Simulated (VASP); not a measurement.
# Ni: electric field gradients with PBE

The system is Ni.

```
Ni
1.0
     0.00000    1.73259    1.76795
     1.73259    0.00000    1.76795
     1.73259    1.73259    0.00000
Ni
1
Cartesian
  0.0000 0.0000 0.0000
```

This cell differs from its parent crystal: equal xx and yy strain of -2 %.

* Program: VASP 6.6.1
* Task: electric field gradients
* Functional: PBE
* Potentials or basis: VASP PAW PBE potentials, release 64 (Ni)
* Cutoff: 520 eV
* k mesh: 20 × 20 × 20
* Occupations: fermi-dirac, width 0.05 eV
* Spin: collinear spin, ferromagnetic start
* Starting moments: [1.5] μB
* Dipole correction: no
* Further INCAR settings: ALGO = Normal; EDIFF = 1e-08; NBANDS = 15

```
Pressure                                              : 5.4 GPa
Net moment                                            : 0.62 μB per cell
Site moments                                          : Ni +0.63 μB
Largest electric field gradient by atom               : Ni +1.7 V/Å²
Valence electrons inside the program's atomic spheres : Ni 9.36
```

Stress tensor (GPa, compression positive):
```
6.28 0.00 0.00
0.00 6.28 0.00
0.00 0.00 3.61
```

Levels at points of the mesh, in eV from the Fermi level:
Spin up:
| k point | band 1 | band 2 | band 3 | band 4 | band 5 | band 6 | band 7 | band 8 | band 9 | band 10 |
| --- | --- | --- | --- | --- | --- | --- | --- | --- | --- | --- |
| (0.00, 0.00, 0.00) | -9.18 | -2.58 | -2.45 | -2.45 | -1.35 | -1.21 | 23.94 | 27.83 | 28.07 | 28.07 |
| (0.50, 0.00, 0.00) | -4.97 | -2.55 | -2.41 | -0.62 | -0.57 | -0.33 | 5.84 | 22.35 | 24.85 | 25.46 |
| (0.50, 0.50, 0.00) | -4.81 | -4.31 | -0.53 | -0.46 | -0.46 | 2.15 | 9.08 | 15.40 | 15.40 | 20.33 |
| (0.50, 0.00, 0.50) | -4.79 | -4.33 | -0.55 | -0.50 | -0.41 | 2.63 | 9.63 | 14.88 | 14.90 | 19.90 |
Spin down:
```csv
k point,band 2,band 3,band 4,band 5,band 6,band 7,band 8,band 9
"(0.00, 0.00, 0.00)",-1.83,-1.70,-1.70,-0.76,-0.63,23.79,27.80,28.06
"(0.50, 0.00, 0.00)",-1.93,-1.80,-0.39,0.13,0.19,6.27,22.21,24.93
"(0.50, 0.50, 0.00)",-3.70,0.07,0.39,0.39,2.11,9.34,15.41,15.41
"(0.50, 0.00, 0.50)",-3.72,0.07,0.36,0.45,2.59,9.87,14.89,14.92
```

Electric field gradients, principal values (V/Å²):
```csv
atom,least,middle,greatest (by size)
1 Ni,-0.840,-0.842,1.682
```

It took 3 min on 1 thread of Intel(R) Xeon(R) Platinum 8259CL CPU @ 2.50GHz (Skylake/Cascade Lake), on a shared host, peak memory 0.26 GiB.

Caveat: the cell differs from its parent crystal (equal xx and yy strain of -2 %); the cell stands under pressure; without QUAD_EFG the Cq values of the log hold for a quadrupole moment of 1 mb, not for the nuclei.
